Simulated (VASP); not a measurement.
MgRh, 2 atoms in the cell. The structure is cubic, space group Pm-3m (No. 221). Conventional cell: a = 3.027 Å, b = 3.027 Å, c = 3.027 Å, α = 90.00°, β = 90.00°, γ = 90.00°. Mg (site symmetry m-3m) has 8 Rh at 2.62 Å and 6 Mg at 3.03 Å within 3.5 Å. Rh (site symmetry m-3m) has 8 Mg at 2.62 Å and 6 Rh at 3.03 Å within 3.5 Å.  This cell differs from its parent crystal: volume scaled by 0.94.

| Property | Result |
| --- | --- |
| Program | VASP 6.6.1 |
| Task | single point |
| Functional | r2SCAN |
| Potentials or basis | VASP PAW PBE potentials, release 64 (Mg, Rh_pv) |
| Cutoff | 520 eV |
| k mesh | 14 × 14 × 14 |
| Occupations | gaussian, width 0.1 eV |
| Spin | no spin polarisation |
| Dipole correction | no |
| Further INCAR settings | ALGO = Normal; EDIFF = 1e-06; NBANDS = 16 |

Potentials or basis: VASP PAW PBE potentials, release 64 (Mg, Rh_pv).

Launch:

```console
$ cat potpaw_PBE.64/Mg/POTCAR potpaw_PBE.64/Rh_pv/POTCAR > POTCAR
$ cp INCAR.step1 INCAR
$ mpirun -np 1 vasp_std > vasp.out
$ cp INCAR.step2 INCAR
$ mpirun -np 1 vasp_std > vasp.out
```

Hardware: 1 thread of Intel(R) Xeon(R) Platinum 8259CL CPU @ 2.50GHz (Skylake/Cascade Lake), with other jobs on the host.

**Question.** How long does it take, and how much memory?

**Answer.** Run time: 2 min on 1 thread of Intel(R) Xeon(R) Platinum 8259CL CPU @ 2.50GHz (Skylake/Cascade Lake) (shared host), peak memory 0.18 GiB. Counts: k points 120.
